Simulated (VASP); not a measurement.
# Mg12H (a cell with a defect) in VASP: single point with PBE

Aim: the single point of Mg12H (a cell with a defect) with PBE.

Everything below comes from runs of VASP 6.6.1. Logs are shortened: lines on timing, memory, paths and dates and some standing lists are left out, and cuts for length are marked.

## Step 1: The cell of the first run

The cell holds a defect, 13 atoms: a = 6.420 Å, b = 9.630 Å, c = 5.213 Å, α = 90.00°, β = 90.00°, γ = 120.00°.

## Step 2: Single point, PBE

The input, INCAR:

```
PREC = Accurate
ENCUT = 520
EDIFF = 1E-6
ISMEAR = 0
SIGMA = 0.1
LREAL = F
LASPH = T
NELM = 80
ALGO = Normal
ISIF = 2
LWAVE = F
LCHARG = T
GGA = PE
LELF = T
LVHAR = T
NBANDS = 24
```

The input, KPOINTS:

```
Automatic mesh
0
Gamma
  4 3 4
```

The input, POSCAR:

```
Mg12H
1.0
    6.4200000000      0.0000000000      0.0000000000
   -4.8150000000      8.3398250000      0.0000000000
    0.0000000000      0.0000000000      5.2130400000
Mg H
12 1
Direct
    0.0007872374      0.0001690683     -0.0004191412
    0.1753489154      0.2365555632      0.4997525436
   -0.0004454724      0.3329634615      0.0001312094
    0.1622927138      0.5536926734      0.5001805089
   -0.0014657415      0.6655700809      0.0001856882
    0.1737095405      0.8813009865      0.4999769808
    0.5003011629      0.0000875318      0.0002988659
    0.6677902759      0.2226381249      0.5005797001
    0.5011814166      0.3337658764      0.0003048125
    0.6689299242      0.5564905738      0.5004189494
    0.4982263452      0.6645240158      0.0002042954
    0.6500889620      0.8827913056      0.4999489741
    0.0027023847      0.0016955991      0.4985824011
```

Potentials or basis: VASP PAW PBE potentials, release 64 (Mg, H).

The run is started by

```
$ cat potpaw_PBE.64/Mg/POTCAR potpaw_PBE.64/H/POTCAR > POTCAR
$ mpirun -np 1 vasp_std > vasp.out
```

OUTCAR:

```text
PREC = Accurate
   ENCUT = 520
   EDIFF = 1E-6
   ISMEAR = 0
   LREAL = F
   LASPH = T
   NELM = 80
   ISIF = 2
   GGA = PE

 ion  position               nearest neighbor table
   1  0.001  0.000  1.000-   7 3.21   3 3.21   9 3.21   7 3.21   5 3.21  11 3.23  12 3.25   6 3.26
                            12 3.26   6 3.26   2 3.27   2 3.27
   2  0.175  0.237  0.500-  13 1.96   4 3.10  10 3.13   3 3.16   3 3.16   9 3.17   9 3.18   8 3.19
                             8 3.23   1 3.27   1 3.27  12 3.39   6 3.42
   3  1.000  0.333  0.000-   2 3.16   2 3.16   4 3.19   8 3.19   4 3.19   8 3.20  11 3.20   9 3.20
                             7 3.21   5 3.21   1 3.21   9 3.22
   4  0.162  0.554  0.500-   2 3.10   6 3.12  12 3.15  10 3.18   8 3.18   3 3.19   3 3.19   5 3.19
                             5 3.19  11 3.21  11 3.21  10 3.24
   5  0.999  0.666  0.000-   6 3.17   6 3.17  10 3.19  10 3.19   4 3.19   4 3.19   9 3.19   3 3.21
                            11 3.21  11 3.21   1 3.21   7 3.22
   6  0.174  0.881  0.500-  13 1.96  12 3.05   4 3.12   5 3.17   5 3.17   7 3.18   7 3.18  10 3.19
                             8 3.23   1 3.26   1 3.26  12 3.37   2 3.42
   7  0.500  0.000  0.000-  12 3.17  12 3.18   6 3.18   6 3.18   8 3.20   8 3.20   3 3.21   1 3.21
                             9 3.21   1 3.21   5 3.22  11 3.22
   8  0.668  0.223  0.501-   4 3.18   3 3.19   2 3.19   3 3.20   9 3.20   7 3.20   9 3.20   7 3.20
                            10 3.21  12 3.22   2 3.23   6 3.23
   9  0.501  0.334  0.000-   2 3.17   2 3.18   5 3.19  11 3.19   8 3.20   8 3.20  10 3.20  10 3.20
                             3 3.20   7 3.21   1 3.21   3 3.22
  10  0.669  0.556  0.500-   2 3.13   4 3.18   5 3.19   6 3.19   5 3.19  11 3.20  11 3.20   9 3.20
                             9 3.20  12 3.20   8 3.21   4 3.24
  11  0.498  0.665  0.000-  12 3.18  12 3.18   9 3.19  10 3.20   3 3.20  10 3.20   4 3.21   4 3.21
                             5 3.21   5 3.21   7 3.22   1 3.23
  12  0.650  0.883  0.500-  13 1.96   6 3.05   4 3.15   7 3.17   7 3.18  11 3.18  11 3.18  10 3.20
                             8 3.22   1 3.25   1 3.26   6 3.37   2 3.39
  13  0.003  0.002  0.499-   6 1.96   2 1.96  12 1.96

  LATTYP: Found a simple monoclinic cell.
 ALAT       =     6.4200000000
 B/A-ratio  =     0.8120000000
 C/A-ratio  =     1.3228757108
 COS(beta)  =    -0.1889822286

  Lattice vectors:

 A1 = (   6.4200000000,   0.0000000000,   0.0000000000)
 A2 = (   0.0000000000,   0.0000000000,   5.2130400000)
 A3 = (  -1.6050000000,  -8.3398250000,   0.0000000000)

Analysis of symmetry for initial positions (statically):
=====================================================================
 Subroutine PRICEL returns:
 Original cell was already a primitive cell.

 Routine SETGRP: Setting up the symmetry group for a
 simple monoclinic supercell.

 Subroutine GETGRP returns: Found  1 space group operations
 (whereof  1 operations were pure point group operations)
 out of a pool of  4 trial point group operations.

The static configuration has the point symmetry C_1 .

Analysis of symmetry for dynamics (positions and initial velocities):
=====================================================================
 Subroutine PRICEL returns:
 Original cell was already a primitive cell.

 Routine SETGRP: Setting up the symmetry group for a
 simple monoclinic supercell.

 Subroutine GETGRP returns: Found  1 space group operations
 (whereof  1 operations were pure point group operations)
 out of a pool of  4 trial point group operations.

The dynamic configuration has the point symmetry C_1 .

 Subroutine INISYM returns: Found  1 space group operations
 (whereof  1 operations are pure point group operations),
 and found     1 'primitive' translations

----------------------------------------------------------------------------------------

                                     Primitive cell

  volume of cell :     279.1149

  direct lattice vectors                    reciprocal lattice vectors
     6.420000000  0.000000000  0.000000000     0.155763240  0.089929945  0.000000000
    -4.815000000  8.339825000  0.000000000     0.000000000  0.119906593  0.000000000
     0.000000000  0.000000000  5.213040000     0.000000000  0.000000000  0.191826650

[... 35 lines left out ...]

 KPOINTS: Automatic mesh

Automatic generation of k-mesh.
 Grid dimensions read from file:
 generate k-points for:    4    3    4

 Generating k-lattice:

  Cartesian coordinates                     Fractional coordinates (reciprocal lattice)
     0.038940810  0.022482486  0.000000000     0.250000000  0.000000000  0.000000000
     0.000000000  0.039968864  0.000000000     0.000000000  0.333333333  0.000000000
     0.000000000  0.000000000  0.047956663     0.000000000  0.000000000  0.250000000

  Length of vectors
     0.044964974  0.039968864  0.047956663

  Shift w.r.t. Gamma in fractional coordinates (k-lattice)
     0.000000000  0.000000000  0.000000000

 Subroutine IBZKPT returns following result:
 ===========================================

 Found     26 irreducible k-points:

 Following reciprocal coordinates:
            Coordinates               Weight
  0.000000  0.000000  0.000000      1.000000
  0.250000  0.000000  0.000000      2.000000
  0.500000  0.000000  0.000000      1.000000
  0.000000  0.333333  0.000000      2.000000
  0.250000  0.333333  0.000000      2.000000
  0.500000  0.333333  0.000000      2.000000
[... 16 lines left out ...]
  0.000000  0.333333  0.500000      2.000000
  0.250000  0.333333  0.500000      2.000000
 [... further k-points ...]
   k-points           NKPTS =     26   k-points in BZ     NKDIM =     26   number of bands    NBANDS=     24
   number of dos      NEDOS =    301   number of ions     NIONS =     13
   total plane-waves  NPLWV = 138240
   dimension x,y,z NGX =    48 NGY =   72 NGZ =   40
   dimension x,y,z NGXF=    96 NGYF=  144 NGZF=   80
   ions per type =              12   1
   NGX,Y,Z   is equivalent  to a cutoff of  12.43, 12.43, 12.76 a.u.
   NGXF,Y,Z  is equivalent  to a cutoff of  24.86, 24.86, 25.51 a.u.
 SYSTEM =  unknown system
   PREC   = accura    normal or accurate (medium, high low for compatibility)
   ISTART =      0    job   : 0-new  1-cont  2-samecut
   ICHARG =      2    charge: 1-file 2-atom 10-const
   ISPIN  =      1    spin polarized calculation?
   LNONCOLLINEAR =      F non collinear calculations
   LSORBIT =      F    spin-orbit coupling
   LASPH  =      T    aspherical Exc in radial PAW
   ENCUT  =  520.0 eV  38.22 Ry    6.18 a.u.  11.94 17.91  9.69*2*pi/ulx,y,z
   NELM   =     80;   NELMIN=  2; NELMDL= -5     # of ELM steps
   EDIFF  = 0.1E-05   stopping-criterion for ELM
   LREAL  =      F    real-space projection
[... 7 lines left out ...]
   TEBEG  =    0.0;   TEEND  =   0.0 temperature during run
   PSTRESS=    0.0 pullay stress
   NELECT =      25.0000    total number of electrons
   NUPDOWN=      -1.0000    fix difference up-down
   EMIN   =  10.00;   EMAX   =-10.00  energy-range for DOS
   EFERMI =   0.00;   METHOD = LEGACY
   ISMEAR =     0;   SIGMA  =   0.10  broadening in eV -4-tet -1-fermi 0-gaus
   EFERMI_NEDOS =   21; number of points for ismear=-14 and -15
   IALGO  =     38    algorithm
   IMIX   =      4    mixing-type and parameters
     AMIX     =   0.40;   BMIX     =  1.00
     AMIX_MAG =   1.60;   BMIX_MAG =  1.00
  volume/ion in A,a.u.               =      21.47       144.89
  Fermi-wavevector in a.u.,A,eV,Ry     =   0.732477  1.384180  7.299827  0.536522
  Thomas-Fermi vector in A             =   1.824949
   LORBIT       =      0    0 simple, 1 ext, 2 COOP (PROOUT), +10 PAW based schemes
   GGA     = PE    functional components
   LHFCALC =     F    Hartree Fock is set to
   AEXX    =    0.0000 exact exchange contribution
   IVDW    =     0    specifies the selected vdW correction
   LEPSILON=     F    determine dielectric tensor
   LRPA    =     F    only Hartree local field effects (RPA)
 non-spin polarized calculation
 Gauss-broadening in eV      SIGMA  =   0.10
  energy-cutoff  :      520.00
  volume of cell :      279.11
 maximum number of plane-waves:      7534
   NGX = 23   NGY = 35   NGZ = 19

 number of electron      25.0000000 magnetization

 Free energy of the ion-electron system (eV)
  ---------------------------------------------------
  ext. energy  EPLUGINS =         0.00000000
  ---------------------------------------------------
  free energy    TOTEN  =       -21.24755160 eV

  energy without entropy =      -21.21712233  energy(sigma->0) =      -21.23233697

 E-fermi :   2.6977     XC(G=0):  -8.4984

 val. band max:        2.6840754098   @ k =  -0.2500   0.3333   0.5000
 cond. band min:       2.7198369435   @ k =   0.0000   0.3333   0.5000
 fundamental gap:      0.0357615337
 Fermi energy:         2.6977174378

 k-point     1 :       0.0000    0.0000    0.0000
  band No.  band energies     occupation
      1      -4.7697      2.00000
      2      -3.0396      2.00000
      3      -2.1538      2.00000
      4      -1.2975      2.00000
      5      -0.5651      2.00000
      6      -0.0235      2.00000
[... 637 lines left out ...]
     23       6.8953      0.00000
     24       7.7785      0.00000

 [... further k-points ...]

------------------------ aborting loop because EDIFF is reached ----------------------------------------

  FORCE on cell =-STRESS in cart. coord.  units (eV):
  Direction    XX          YY          ZZ          XY          YZ          ZX
  --------------------------------------------------------------------------------------
  -------------------------------------------------------------------------------------
  Total       -0.9534000     -0.0506178      0.3867018     -0.6173692     -0.0036303     -0.0030451
  in kB       -5.4727137     -0.2905567      2.2197485     -3.5438272     -0.0208386     -0.0174797
  external PRESSURE =      -1.1811740 kB  Pullay stress =       0.0000000 kB

 VOLUME and BASIS-vectors are now :
 -----------------------------------------------------------------------------
  energy-cutoff  :      520.00
  volume of cell :      279.11
      direct lattice vectors                 reciprocal lattice vectors
     6.420000000  0.000000000  0.000000000     0.155763240  0.089929945  0.000000000
    -4.815000000  8.339825000  0.000000000     0.000000000  0.119906593  0.000000000
     0.000000000  0.000000000  5.213040000     0.000000000  0.000000000  0.191826650

 POSITION                                       TOTAL-FORCE (eV/Angst)
 -----------------------------------------------------------------------------------
      0.00424      0.00141      5.21086         0.000162      0.001209      0.007435
     -0.01327      1.97283      2.60523         0.001870     -0.036279      0.003902
      4.81392      2.77686      0.00068        -0.003718      0.004178     -0.000268
     -1.62411      4.61770      2.60746        -0.005639     -0.006554      0.000030
      3.20587      5.55074      0.00097         0.002511     -0.006317     -0.000394
     -3.12825      7.34990      2.60640        -0.041863      0.013202      0.001357
      3.21151      0.00073      0.00156         0.000308      0.006856     -0.002666
      3.21521      1.85676      2.60954        -0.002487      0.002365     -0.004386
      1.61050      2.78355      0.00159         0.002196     -0.002279     -0.001702
      1.61503      4.64103      2.60870         0.004145      0.009607     -0.002033
     -0.00107      5.54201      0.00107        -0.002338     -0.001737     -0.000744
     -0.07707      7.36233      2.60625         0.041271      0.012426      0.001799
      0.00919      0.01414      2.59913         0.003581      0.003325     -0.002331
 -----------------------------------------------------------------------------------
    total drift:                               -0.000013      0.000016     -0.000015

  FREE ENERGIE OF THE ION-ELECTRON SYSTEM (eV)
  ---------------------------------------------------
  free  energy   TOTEN  =       -21.2475516014 eV

  energy  without entropy=      -21.2171223291  energy(sigma->0) =      -21.23233697
```

It took 3.7 min on 1 thread of AMD EPYC 9755, shared host; peak memory 0.4 GiB.

Results:

```
Free energy            : -21.2476 eV
Pressure               : -0.1 GPa
Largest force          : 0.044 eV/Å
Band gap on the k mesh : zero (an odd number of electrons rules out a gap without spin polarisation)
```

Forces in eV/Å, atoms in the order of the input:
```
Mg   0.000  0.001  0.007
Mg   0.002 -0.036  0.004
Mg  -0.004  0.004  0.000
Mg  -0.006 -0.007  0.000
Mg   0.003 -0.006  0.000
Mg  -0.042  0.013  0.001
Mg   0.000  0.007 -0.003
Mg  -0.002  0.002 -0.004
Mg   0.002 -0.002 -0.002
Mg   0.004  0.010 -0.002
Mg  -0.002 -0.002 -0.001
Mg   0.041  0.012  0.002
H    0.004  0.003 -0.002
```

The gap in the log of VASP goes by the Fermi energy; the results here count the filled bands.